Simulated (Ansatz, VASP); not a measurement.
## Al2O3 in VASP and in Ansatz

```
CELL_PARAMETERS angstrom
2.40435 1.38815 4.37448
-2.40435 1.38815 4.37448
0.00000 -2.77631 4.37448
ATOMIC_POSITIONS crystal
Al 0.85215 0.85215 0.85215
Al 0.64785 0.64785 0.64785
Al 0.14785 0.14785 0.14785
Al 0.35215 0.35215 0.35215
O 0.05618 0.44382 0.75000
O 0.75000 0.05618 0.44382
O 0.44382 0.75000 0.05618
O 0.94382 0.55618 0.25000
O 0.25000 0.94382 0.55618
O 0.55618 0.25000 0.94382
```

Alike in both runs: functional PBE; k mesh 6 × 6 × 6; occupations gaussian, width 0.02 eV; no spin polarisation.

Ansatz relaxed the structure, and its values are those at the end. VASP's run is a single point on that final structure, the one shown.

|  | VASP | Ansatz |
| --- | --- | --- |
| version | VASP 6.6.1 | Ansatz 0.2.0 |
| potentials or method | VASP PAW PBE potentials, release 64 (Al, O), cutoff 520 eV | scalar-relativistic, plane waves, PAW |
| valence electrons in the cell | 48 | 48 |

VASP gave:

| Quantity | Value |
| --- | --- |
| gap on the k mesh at the Fermi level (eV) | 5.85 |
| least direct gap on the mesh (eV) | 5.85 |
| pressure (GPa) | -0.1 |

Which values does Ansatz return?

gap on the k mesh at the Fermi level (eV): 5.85; least direct gap on the mesh (eV): 5.85; pressure (GPa): 0.0.
